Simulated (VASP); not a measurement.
# CuO (Cccm) in VASP: settings compared

The runs below take CuO through single point, with r2SCAN+U, PBEsol.

Everything below comes from runs of VASP 6.6.1. Logs are shortened: lines on timing, memory, paths and dates and some standing lists are left out, and cuts for length are marked.

**1. The cell of the first run**

Symmetry: Cccm, No. 66, orthorhombic system. Conventional cell: a = 3.982 Å, b = 4.307 Å, c = 5.156 Å, α = 90.00°, β = 90.00°, γ = 90.00°. Within 2.6 Å of Cu (site symmetry 2/m) lie 4 O at 1.95 Å. Within 2.6 Å of O (site symmetry 222) lie 4 Cu at 1.95 Å and 2 O at 2.58 Å.

**2. Single point, r2SCAN+U**

The input, POSCAR:

```
CuO
1.0
    1.9909680000     -2.1535500000      0.0000000000
    1.9909680000      2.1535500000      0.0000000000
    0.0000000000      0.0000000000      5.1559280000
Cu O
2 2
Direct
    0.5000000000      0.0000000000      0.0000000000
    0.0000000000      0.5000000000      0.5000000000
    0.5000000000      0.5000000000      0.2500000000
    0.5000000000      0.5000000000      0.7500000000
```

The input, INCAR.step1:

```
SYSTEM = CuO
  PREC = Accurate
  ENCUT = 520
  ISMEAR = -1
  SIGMA = 0.05
  LREAL = .False.
  LASPH = .True.
  NELM = 150
  LMAXMIX = 4
  LDAU = .True.
  LDAUTYPE = 2
  LDAUL = 2 -1
  LDAUU = 4.5 0
  LDAUJ = 0 0
  NBANDS = 25
  GGA = PE
  ALGO = Normal
  EDIFF = 1E-4
  LWAVE = .True.
  LCHARG = .False.
```

The input, INCAR.step2:

```
SYSTEM = CuO
  PREC = Accurate
  ENCUT = 520
  EDIFF = 1E-6
  ISMEAR = -1
  SIGMA = 0.05
  LREAL = .False.
  LASPH = .True.
  NELM = 150
  ALGO = Normal
  ISIF = 2
  LWAVE = .False.
  LCHARG = .False.
  LMAXMIX = 4
  LDAU = .True.
  LDAUTYPE = 2
  LDAUL = 2 -1
  LDAUU = 4.5 0
  LDAUJ = 0 0
  LDAUPRINT = 1
  METAGGA = R2SCAN
  LMIXTAU = .True.
  NBANDS = 25
  ISTART = 1
```

The input, KPOINTS:

```
regular mesh
0
Gamma
  9 9 5
  0 0 0
```

Potentials or basis: VASP PAW PBE potentials, release 64 (Cu, O).

Run with:

```sh
$ cat potpaw_PBE.64/Cu/POTCAR potpaw_PBE.64/O/POTCAR > POTCAR
$ cp INCAR.step1 INCAR
$ mpirun -np 1 vasp_std > vasp.out
$ cp INCAR.step2 INCAR
$ mpirun -np 1 vasp_std > vasp.out
```

OUTCAR:

```text
SYSTEM = CuO
   PREC = Accurate
   ENCUT = 520
   EDIFF = 1E-6
   ISMEAR = -1
   LREAL = .False.
   LASPH = .True.
   NELM = 150
   ISIF = 2
   METAGGA = R2SCAN
   ISTART = 1

 ion  position               nearest neighbor table
   1  0.500  0.000  0.000-   3 1.95   4 1.95   3 1.95   4 1.95
   2  0.000  0.500  0.500-   3 1.95   4 1.95   3 1.95   4 1.95
   3  0.500  0.500  0.250-   1 1.95   2 1.95   1 1.95   2 1.95
   4  0.500  0.500  0.750-   1 1.95   2 1.95   1 1.95   2 1.95

  LATTYP: Found a base centered orthorhombic cell.
 ALAT       =     3.9819360000
 B/A-ratio  =     1.0816597755
 C/A-ratio  =     1.2948294498

  Lattice vectors:

 A1 = (   1.9909680000,  -2.1535500000,   0.0000000000)
 A2 = (   1.9909680000,   2.1535500000,   0.0000000000)
 A3 = (   0.0000000000,   0.0000000000,   5.1559280000)

Analysis of symmetry for initial positions (statically):
=====================================================================
 Subroutine PRICEL returns:
 Original cell was already a primitive cell.

 Routine SETGRP: Setting up the symmetry group for a
 base centered orthorhombic supercell.

 Subroutine GETGRP returns: Found  8 space group operations
 (whereof  4 operations were pure point group operations)
 out of a pool of  8 trial point group operations.

The static configuration has the point symmetry C_2h.
 The point group associated with its full space group is D_2h.

Analysis of symmetry for dynamics (positions and initial velocities):
=====================================================================
 Subroutine PRICEL returns:
 Original cell was already a primitive cell.

 Routine SETGRP: Setting up the symmetry group for a
 base centered orthorhombic supercell.

 Subroutine GETGRP returns: Found  8 space group operations
 (whereof  4 operations were pure point group operations)
 out of a pool of  8 trial point group operations.

The dynamic configuration has the point symmetry C_2h.
[... 182 lines left out ...]

spin component  1

  0.9487  0.0000  0.0144  0.0000 -0.0004
  0.0000  0.8693  0.0000  0.0902  0.0000
  0.0144  0.0000  0.9710  0.0000  0.0004
  0.0000  0.0902  0.0000  0.8820  0.0000
 -0.0004  0.0000  0.0004  0.0000  0.9662

spin component  2

  0.9487  0.0000  0.0144  0.0000 -0.0004
  0.0000  0.8693  0.0000  0.0902  0.0000
  0.0144  0.0000  0.9710  0.0000  0.0004
  0.0000  0.0902  0.0000  0.8820  0.0000
 -0.0004  0.0000  0.0004  0.0000  0.9662

 occupancies and eigenvectors

  o =  0.7853  v =  0.0000 -0.7316 -0.0000  0.6818  0.0000  0.0000  0.0000  0.0000  0.0000  0.0000      0.0000  0.0000  0.0000  0.0000  0.0000  0.0000  0.0000  0.0000  0.0000  0.0000
  o =  0.7853  v =  0.0000  0.0000  0.0000  0.0000  0.0000  0.0000 -0.7316 -0.0000  0.6818  0.0000      0.0000  0.0000  0.0000  0.0000  0.0000  0.0000  0.0000  0.0000  0.0000  0.0000
  o =  0.9416  v =  0.8974 -0.0000 -0.4408 -0.0000  0.0204  0.0000  0.0000  0.0000  0.0000  0.0000      0.0000  0.0000  0.0000  0.0000  0.0000  0.0000  0.0000  0.0000  0.0000  0.0000
  o =  0.9416  v =  0.0000  0.0000  0.0000  0.0000  0.0000  0.8974 -0.0000 -0.4408 -0.0000  0.0204      0.0000  0.0000  0.0000  0.0000  0.0000  0.0000  0.0000  0.0000  0.0000  0.0000
  o =  0.9660  v =  0.0000  0.6818  0.0000  0.7316 -0.0000  0.0000  0.0000  0.0000  0.0000  0.0000      0.0000  0.0000  0.0000  0.0000  0.0000  0.0000  0.0000  0.0000  0.0000  0.0000
  o =  0.9660  v =  0.0000  0.0000  0.0000  0.0000  0.0000  0.0000  0.6818  0.0000  0.7316 -0.0000      0.0000  0.0000  0.0000  0.0000  0.0000  0.0000  0.0000  0.0000  0.0000  0.0000
  o =  0.9662  v =  0.0000  0.0000  0.0000  0.0000  0.0000  0.0260 -0.0000  0.0067 -0.0000 -0.9996      0.0000  0.0000  0.0000  0.0000  0.0000  0.0000  0.0000  0.0000  0.0000  0.0000
  o =  0.9662  v =  0.0260 -0.0000  0.0067 -0.0000 -0.9996  0.0000  0.0000  0.0000  0.0000  0.0000      0.0000  0.0000  0.0000  0.0000  0.0000  0.0000  0.0000  0.0000  0.0000  0.0000
  o =  0.9781  v =  0.0000  0.0000  0.0000  0.0000  0.0000 -0.4405  0.0000 -0.8976  0.0000 -0.0175      0.0000  0.0000  0.0000  0.0000  0.0000  0.0000  0.0000  0.0000  0.0000  0.0000
  o =  0.9781  v = -0.4405  0.0000 -0.8976  0.0000 -0.0175  0.0000  0.0000  0.0000  0.0000  0.0000      0.0000  0.0000  0.0000  0.0000  0.0000  0.0000  0.0000  0.0000  0.0000  0.0000

 number of electron      33.9999999 magnetization

 Free energy of the ion-electron system (eV)
  ---------------------------------------------------
  ext. energy  EPLUGINS =         0.00000000
  ---------------------------------------------------
  free energy    TOTEN  =       -33.43985833 eV

  energy without entropy =      -33.42052017  energy(sigma->0) =      -33.43018925

 E-fermi :   4.2870     XC(G=0): -11.9539

 val. band max:        4.2838210528   @ k =   0.4444   0.4444   0.4000
 cond. band min:       4.2918408889   @ k =   0.1111   0.1111   0.4000
 fundamental gap:      0.0080198360
 Fermi energy:         4.2869604131

 k-point     1 :       0.0000    0.0000    0.0000
  band No.  band energies     occupation
      1     -16.3517      2.00000
      2     -15.0761      2.00000
      3      -3.9584      2.00000
      4      -1.4750      2.00000
      5      -1.3241      2.00000
      6      -0.2699      2.00000
[... 661 lines left out ...]
     24      16.6694      0.00000
     25      16.8790      0.00000

 [... further k-points ...]

------------------------ aborting loop because EDIFF is reached ----------------------------------------

  FORCE on cell =-STRESS in cart. coord.  units (eV):
  Direction    XX          YY          ZZ          XY          YZ          ZX
  --------------------------------------------------------------------------------------
  -------------------------------------------------------------------------------------
  Total       -1.5379215     -1.7724407     -1.9065421     -0.0000000      0.0000000      0.0000000
  in kB      -55.7299516    -64.2282677    -69.0877282     -0.0000000      0.0000000      0.0000000
  external PRESSURE =     -63.0153158 kB  Pullay stress =       0.0000000 kB

 VOLUME and BASIS-vectors are now :
 -----------------------------------------------------------------------------
  energy-cutoff  :      520.00
  volume of cell :       44.21
      direct lattice vectors                 reciprocal lattice vectors
     1.990968000 -2.153550000  0.000000000     0.251134122 -0.232174781  0.000000000
     1.990968000  2.153550000  0.000000000     0.251134122  0.232174781  0.000000000
     0.000000000  0.000000000  5.155928000     0.000000000  0.000000000  0.193951506

 POSITION                                       TOTAL-FORCE (eV/Angst)
 -----------------------------------------------------------------------------------
      0.99548     -1.07678      0.00000         0.000000     -0.000000      0.000000
      0.99548      1.07678      2.57796         0.000000     -0.000000      0.000000
      1.99097      0.00000      1.28898         0.000000      0.000000      0.000000
      1.99097      0.00000      3.86695         0.000000      0.000000      0.000000
 -----------------------------------------------------------------------------------
    total drift:                                0.000000     -0.000000     -0.000000

  FREE ENERGIE OF THE ION-ELECTRON SYSTEM (eV)
  ---------------------------------------------------
  free  energy   TOTEN  =       -33.4398583335 eV

  energy  without entropy=      -33.4205201666  energy(sigma->0) =      -33.43018925
```

OSZICAR.step1:

```text
N       E                     dE             d eps       ncg     rms          rms(c)
DAV:   1     0.310799616648E+03    0.31080E+03   -0.16584E+04  3878   0.215E+03
DAV:   2     0.199595622728E+02   -0.29084E+03   -0.26683E+03  3862   0.401E+02
DAV:   3    -0.192962518246E+02   -0.39256E+02   -0.37393E+02  4391   0.164E+02
DAV:   4    -0.206728635476E+02   -0.13766E+01   -0.13687E+01  4678   0.321E+01
DAV:   5    -0.207023863528E+02   -0.29523E-01   -0.29506E-01  4595   0.431E+00    0.144E+01
DAV:   6    -0.186238598854E+02    0.20785E+01   -0.22676E+01  5463   0.130E+02    0.102E+01
DAV:   7    -0.165935954840E+02    0.20303E+01   -0.67516E+00  4611   0.896E+01    0.241E+00
DAV:   8    -0.166689014018E+02   -0.75306E-01   -0.92693E-01  4097   0.713E+00    0.149E+00
DAV:   9    -0.166609505422E+02    0.79509E-02   -0.43408E-02  6322   0.765E+00    0.331E-01
DAV:  10    -0.166602300922E+02    0.72045E-03   -0.14642E-02  5744   0.211E+00    0.162E-01
DAV:  11    -0.166606873934E+02   -0.45730E-03   -0.39664E-03  5821   0.650E-01    0.106E-01
DAV:  12    -0.166605296176E+02    0.15778E-03   -0.29307E-04  4254   0.235E-01    0.337E-02
DAV:  13    -0.166605261541E+02    0.34634E-05   -0.12658E-04  2529   0.997E-02
   1 F= -.16660526E+02 E0= -.16650835E+02  d E =-.193816E-01
```

Wall time 2.4 min (1 thread of Intel Xeon Platinum 8488C (Sapphire Rapids), shared host); peak memory 0.21 GiB.

Results:

| Property | Result |
| --- | --- |
| Free energy | -33.4399 eV |
| Pressure | -6.3 GPa |
| Band gap on the k mesh | zero (bands 17 and 18 overlap by 0.90 eV) |

Levels at points of the mesh, in eV from the Fermi level:
| k point | band 15 | band 16 | band 17 | band 18 | band 19 | band 20 |
| --- | --- | --- | --- | --- | --- | --- |
| (0.00, 0.00, 0.00) | -2.79 | -2.33 | 0.59 | 0.81 | 1.89 | 7.00 |

Eigenvalues of the final occupation matrices:
```csv
site,spin,trace,eigenvalues
site 1 d,1,4.64,0.79 0.94 0.97 0.97 0.98
site 1 d,2,4.64,0.79 0.94 0.97 0.97 0.98
site 2 d,1,4.64,0.79 0.94 0.97 0.97 0.98
site 2 d,2,4.64,0.79 0.94 0.97 0.97 0.98
```

Caveat: the cell stands under tension; the PAW data sets were made with another functional, which shifts forces and pressure a little; U without spin polarisation on a metal has little footing.

**3. Single point, PBEsol**

This run uses another cell than the first one, of 10.61 Å³/atom.

The input, INCAR:

```
ALGO     = Normal         # electronic algorithm
EDIFF    = 1E-6           # SCF threshold, eV
ENCUT    = 820            # plane-wave cutoff, eV
GGA      = PS             # functional
GGA_COMPAT= F            
ISIF     = 2              # what is computed and relaxed
ISMEAR   = -1             # smearing method
LASPH    = T              # aspherical terms in the spheres
LCHARG   = F              # write CHGCAR
LREAL    = F              # projectors in reciprocal space
LWAVE    = F              # write WAVECAR
NBANDS   = 33             # bands
NELM     = 120            # most SCF steps
PREC     = Accurate       # precision mode
SIGMA    = 0.05           # smearing width, eV
```

The input, KPOINTS:

```
k-points
0
Gamma
  9 9 5
```

The input, POSCAR:

```
CuO
1.0
    1.9640597285     -2.1244444051      0.0000000000
    1.9640597285      2.1244444051      0.0000000000
    0.0000000000      0.0000000000      5.0862447552
Cu O
2 2
Direct
    0.5000000000      0.0000000000      0.0000000000
    0.0000000000      0.5000000000      0.5000000000
    0.5000000000      0.5000000000      0.2500000000
    0.5000000000      0.5000000000      0.7500000000
```

Potentials or basis: VASP PAW PBE potentials, release 64 (Cu_sv_GW, O).

Run with:

```sh
$ cat potpaw_PBE.64/Cu_sv_GW/POTCAR potpaw_PBE.64/O/POTCAR > POTCAR
$ mpirun -np 1 vasp_std > vasp.out
```

Run time: 1.8 min. Hardware: 1 thread of Intel Xeon 6975P-C (Granite Rapids), shared host; peak memory 0.33 GiB.

Results (log left out):

```
Free energy            : -21.6748 eV
Pressure               : -0.3 GPa
Band gap on the k mesh : zero (bands 25 and 26 overlap by 0.90 eV)
```

Stress tensor (GPa, compression positive):
```
 0.15  0.00  0.00
 0.00 -0.91  0.00
 0.00  0.00 -0.07
```

Levels at points of the mesh, in eV from the Fermi level:
```csv
k point,band 21,band 22,band 23,band 24,band 25,band 26,band 27,band 28,band 29,band 30
"(0.00, 0.00, 0.00)",-2.47,-2.46,-2.39,-1.96,0.62,0.82,1.46,5.99,7.43,13.32
```

Caveat: the PAW data sets were made with another functional, which shifts forces and pressure a little; semilocal functionals often make such compounds metallic where correlation or magnetic order opens a gap, which also shifts bond lengths.

The gap in the log of VASP goes by the Fermi energy; the results here count the filled bands.